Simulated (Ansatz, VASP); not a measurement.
**Two plane-wave programs on Pt**

```
Pt
1.0
     0.00000    1.95897    1.95897
     1.95897    0.00000    1.95897
     1.95897    1.95897    0.00000
Pt
1
Cartesian
  0.0000 0.0000 0.0000
```

Alike in both runs: functional PBEsol; k mesh 18 × 18 × 18; occupations gaussian, width 0.1 eV; no spin polarisation.

Ansatz relaxed the structure, and its values are those at the end. VASP's run is a single point on that final structure, the one shown.

|  | VASP | Ansatz |
| --- | --- | --- |
| version | VASP 6.6.1 | Ansatz 0.2.0 |
| potentials or method | VASP PAW PBE potentials, release 64 (Pt), cutoff 500 eV | scalar-relativistic, plane waves, PAW |
| valence electrons in the cell | 10 | 18 |

```csv
,VASP,Ansatz,Ansatz less VASP
gap on the k mesh at the Fermi level (eV),none,none,-
pressure (GPa),-0.4,0.0,+0.38
```

VASP's potentials were made for PBE, not for PBEsol, and Ansatz warns of the same on its side. A gap of «none» marks a metal or a gap that the smearing closes. VASP's potentials hold 10 valence electrons a cell and Ansatz's 18, so a difference there can come from the potentials and not from the codes.

Spin-orbit coupling is off throughout.
